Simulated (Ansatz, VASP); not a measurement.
La2O3: VASP beside Ansatz

```
La O
1.0
     3.94045    0.00000    0.00000
    -1.97023    3.41253    0.00000
     0.00000    0.00000    6.18734
La O
2 3
Direct
  0.66667 0.33333 0.75263
  0.33333 0.66667 0.24737
  0.66667 0.33333 0.35470
  0.33333 0.66667 0.64530
  0.00000 0.00000 0.00000
```

Alike in both runs: functional PBE; k mesh 6 × 6 × 4; occupations gaussian, width 0.02 eV; no spin polarisation.

Ansatz relaxed the structure, and its values are those at the end. VASP's run is a single point on that final structure, the one shown.

```csv
,VASP,Ansatz
version,VASP 6.6.1,Ansatz 0.2.0
potentials or method,"VASP PAW PBE potentials, release 64 (La, O), cutoff 520 eV","scalar-relativistic, plane waves, PAW"
valence electrons in the cell,40,40
```

|  | VASP | Ansatz | Ansatz less VASP |
| --- | --- | --- | --- |
| gap on the k mesh at the Fermi level (eV) | 3.85 | 3.83 | -0.017 |
| least direct gap on the mesh (eV) | 3.98 | 3.96 | -0.012 |
| pressure (GPa) | -0.3 | 0.0 | +0.29 |
| rms of the force components (eV/Å) | 0.005 | 0.000 | -0.0050 |

Spin-orbit coupling is off throughout.
